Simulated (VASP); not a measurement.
Here is a VASP 6.6.1 calculation.

The input POSCAR:

```
Fe
1.0
   -1.4157898482      1.4157898482      1.4157898482
    1.4157898482     -1.4157898482      1.4157898482
    1.4157898482      1.4157898482     -1.4157898482
Fe
1
Direct
    0.0000000000      0.0000000000      0.0000000000
```

INCAR.step1

```
PREC = Accurate
ENCUT = 520
EDIFF = 1E-6
ISMEAR = 0
SIGMA = 0.1
LREAL = False
LASPH = True
NELM = 150
ALGO = Normal
ISIF = 2
LWAVE = False
LCHARG = True
ISPIN = 2
MAGMOM = 2.44
LMAXMIX = 4
GGA = PE
NBANDS = 14
```

Contents of KPOINTS.step1:

```
regular mesh
0
Gamma
  20 20 20
```

Contents of INCAR.step2:

```
PREC = Accurate
ENCUT = 520
EDIFF = 1E-6
ISMEAR = -5
SIGMA = 0.1
LREAL = False
LASPH = True
NELM = 150
ALGO = Normal
ISIF = 2
LWAVE = False
LCHARG = False
ISPIN = 2
MAGMOM = 2.44
LORBIT = 10
LMAXMIX = 4
GGA = PE
NEDOS = 1001
ICHARG = 11
```

KPOINTS.step2

```
regular mesh
0
Gamma
  30 30 30
```

Potentials or basis: VASP PAW PBE potentials, release 64 (Fe).

The run is started by

```sh
$ cat potpaw_PBE.64/Fe/POTCAR > POTCAR
$ cp INCAR.step1 INCAR
$ cp KPOINTS.step1 KPOINTS
$ mpirun -np 1 vasp_std > vasp.out
$ cp INCAR.step2 INCAR
$ cp KPOINTS.step2 KPOINTS
$ mpirun -np 1 vasp_std > vasp.out
```

Task: Estimate the site moments.

Result: Fe +2.19 μB.

Task: Predict the net moment.

Result: 2.20 μB per cell.
